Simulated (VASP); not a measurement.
Here is a VASP 6.6.1 calculation.

INCAR

```
SYSTEM = Ba
PREC = Accurate
ENCUT = 520
EDIFF = 1E-7
ISMEAR = 0
SIGMA = 0.15
LREAL = .False.
LASPH = .True.
NELM = 100
ALGO = Normal
ISIF = 2
LWAVE = .False.
LCHARG = .True.
LELF = .True.
LVHAR = .True.
NBANDS = 11
```

KPOINTS

```
regular mesh
0
Gamma
  15 15 12
  0 0 0
```

Contents of POSCAR:

```
Ba
1.0
    3.9666846021      0.0000000000      0.0000000000
   -1.9833423011      3.4352496342      0.0000000000
    0.0000000000      0.0000000000      4.0699498320
Ba
1
Direct
    0.0000000000      0.0000000000      0.0000000000
```

Potentials or basis: VASP PAW LDA potentials, release 64 (Ba_sv).

Run with:

```bash
$ cat potpaw_LDA.64/Ba_sv/POTCAR > POTCAR
$ mpirun -np 1 vasp_std > vasp.out
```

Question: Estimate the pressure.

Answer: -0.3 GPa.

Question: Estimate the band gap on the k mesh.

Answer: Zero (band 5 reaches 2.66 eV, above the bottom of band 6 at 1.45 eV).

Stress tensor (GPa, compression positive):
```
 0.72  0.00  0.00
 0.00  0.72  0.00
 0.00  0.00 -2.26
```

Caveat: the cell differs from its parent crystal (strain -0.080 along x and y, +0.040 along z); spin-orbit coupling is left out, which moves the levels of the heavy elements.
